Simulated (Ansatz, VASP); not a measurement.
## Two plane-wave programs on EuS

The input INCAR:

```
SYSTEM = EuS
ALGO     = Normal         ! electronic algorithm
EDIFF    = 1E-6           ! SCF threshold, eV
ENCUT    = 600            ! plane-wave cutoff, eV
GGA      = PE             ! functional
GGA_COMPAT= .False.      
ISIF     = 2              ! what is computed and relaxed
ISMEAR   = -1             ! smearing method
ISPIN    = 2              ! spin polarisation
LASPH    = .True.         ! aspherical terms in the spheres
LCHARG   = .False.        ! write CHGCAR
LDAU     = .True.         ! DFT+U
LDAUJ    = 0 0          
LDAUL    = 3 -1           ! shell
LDAUPRINT= 1            
LDAUTYPE = 2            
LDAUU    = 3 0            ! U, eV
LMAXMIX  = 6              ! l up to which the mixer works
LORBIT   = 11             ! projections on sites
LREAL    = .False.        ! projectors in reciprocal space
LWAVE    = .False.        ! write WAVECAR
MAGMOM   = 9.1 0          ! initial moments
NBANDS   = 22             ! bands
NELM     = 200            ! most SCF steps
PREC     = Accurate       ! precision mode
SIGMA    = 0.15           ! smearing width, eV
```

Contents of KPOINTS:

```
k-points
0
Gamma
  7 7 7
  0 0 0
```

POSCAR

```
EuS
1.0
    0.0000000000      2.9785000000      2.9785000000
    2.9785000000      0.0000000000      2.9785000000
    2.9785000000      2.9785000000      0.0000000000
Eu S
1 1
Direct
    0.0000000000      0.0000000000      0.0000000000
    0.5000000000      0.5000000000      0.5000000000
```

Input for Ansatz:

```yaml
crystal:
  lattice:
    - [0.0, 2.9785, 2.9785]
    - [2.9785, 0.0, 2.9785]
    - [2.9785, 2.9785, 0.0]
  atoms:
    - { symbol: Eu, position: [0.0, 0.0, 0.0] }
    - { symbol: S, position: [0.5, 0.5, 0.5] }
basis:
  ecutwfc: 420.0
kpoints:
  mp_grid:
    grid: [7, 7, 7]
hamiltonian:
  xc: pbe
  hubbard:
    - { species: Eu, l: f, u_eff: 3.0 }
magnetization:
  spin_polarized: true
  per_species:
    Eu: 9.1
scf:
  occupations:
    method: fermi_dirac
    width: 0.15
```

Alike in both runs: task single point; functional PBE; k mesh 7 × 7 × 7; occupations fermi-dirac, width 0.15 eV; collinear spin; Hubbard terms Eu f U = 3.0 eV.

|  | VASP | Ansatz |
| --- | --- | --- |
| version | VASP 6.6.1 | Ansatz 0.2.0 |
| potentials or method | VASP PAW PBE potentials, release 64 (Eu, S), cutoff 600 eV | plane waves, PAW |
| valence electrons in the cell | 23 | 23 |

```tsv
	VASP	Ansatz	Ansatz less VASP
gap on the k mesh at the Fermi level (eV)	none	none	-
net moment per atom (μB)	3.49	3.50	+0.006
size of the moment on the site where the two differ most (μB)	6.65	6.83	+0.171
```

Site moments also hang on the region over which each program counts them. The programs project onto different local orbitals, so the same U acts differently, and such runs can settle in different states. A gap of «none» marks a metal or a gap that the smearing closes. Ansatz's warnings: filled band counts differ across k points, given moment on shells, stability check not made.

Spin-orbit coupling is off throughout.
